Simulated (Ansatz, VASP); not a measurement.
# Two plane-wave programs on Pd

The input INCAR:

```
  PREC = Accurate
  ENCUT = 600
  EDIFF = 1E-6
  ISMEAR = 0
  SIGMA = 0.1
  LREAL = F
  LASPH = T
  NELM = 100
  ALGO = Normal
  ISIF = 3
  LWAVE = F
  LCHARG = F
  GGA = PS
  IBRION = 2
  NSW = 100
  EDIFFG = -0.005
```

KPOINTS

```
regular mesh
0
Gamma
  18 18 18
```

POSCAR

```
Pd
1.0
    0.0000000000      1.9586507875      1.9586507875
    1.9586507875      0.0000000000      1.9586507875
    1.9586507875      1.9586507875      0.0000000000
Pd
1
Direct
    0.0000000000      0.0000000000      0.0000000000
```

Input for Ansatz:

```yaml
crystal:
  lattice:
    - [0.0, 1.9586507875, 1.9586507875]
    - [1.9586507875, 0.0, 1.9586507875]
    - [1.9586507875, 1.9586507875, 0.0]
  atoms:
    - { symbol: Pd, position: [0.0, 0.0, 0.0] }
basis:
  ecutwfc: 420
kpoints:
  mp_grid: { grid: [18, 18, 18] }
hamiltonian:
  xc: pbesol
scf:
  occupations: { method: gaussian, width: 0.1 }
output:
  forces: true
  stress: true
  eigenvalues: true
relax:
  adjacent_minimum: "off"
  f_tol: 0.005
  max_steps: 80
  cell: { stress_tol: 0.05 }
```

Alike in both runs: task relaxation of cell and atoms; functional PBEsol; k mesh 18 × 18 × 18; occupations gaussian, width 0.1 eV; no spin polarisation.

|  | VASP | Ansatz |
| --- | --- | --- |
| version | VASP 6.6.1 | Ansatz 0.2.0 |
| potentials or method | VASP PAW PBE potentials, release 64 (Pd), cutoff 600 eV | scalar-relativistic, plane waves, PAW |
| valence electrons in the cell | 10 | 18 |

|  | VASP | Ansatz | Ansatz less VASP |
| --- | --- | --- | --- |
| gap on the k mesh at the Fermi level, each at its own relaxed structure (eV) | none | none | - |
| relaxed volume (Å³/atom) | 14.52 | 14.55 | +0.026 |
| relaxed cell length with the largest relative difference (Å) | 2.738 | 2.740 | +0.0016 |

VASP's potentials were made for PBE, not for PBEsol. A gap of «none» marks a metal or a gap that the smearing closes. VASP's potentials hold 10 valence electrons a cell and Ansatz's 18, so a difference there can come from the potentials and not from the codes.
